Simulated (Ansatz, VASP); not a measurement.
## ScSi2 in VASP and in Ansatz

```
CELL_PARAMETERS angstrom
4.03346 0.00000 0.00000
-2.01673 3.49308 0.00000
0.00000 0.00000 3.63092
ATOMIC_POSITIONS crystal
Sc 0.00000 0.00000 0.00000
Si 0.33333 0.66667 0.50000
Si 0.66667 0.33333 0.50000
```

Alike in both runs: functional PBE; k mesh 10 × 10 × 10; occupations gaussian, width 0.05 eV; no spin polarisation.

Ansatz relaxed the structure, and its values are those at the end. VASP's run is a single point on that final structure, the one shown.

|  | VASP | Ansatz |
| --- | --- | --- |
| version | VASP 6.6.1 | Ansatz 0.2.0 |
| potentials or method | VASP PAW PBE potentials, release 64 (Sc_sv, Si), cutoff 520 eV | scalar-relativistic, plane waves, PAW |
| valence electrons in the cell | 19 | 19 |

|  | VASP | Ansatz | Ansatz less VASP |
| --- | --- | --- | --- |
| gap on the k mesh at the Fermi level (eV) | none | none | - |
| pressure (GPa) | 0.0 | 0.0 | -0.03 |

A gap of «none» marks a metal or a gap that the smearing closes. With one functional, cell and mesh, what is left measures potentials, basis and numerics.
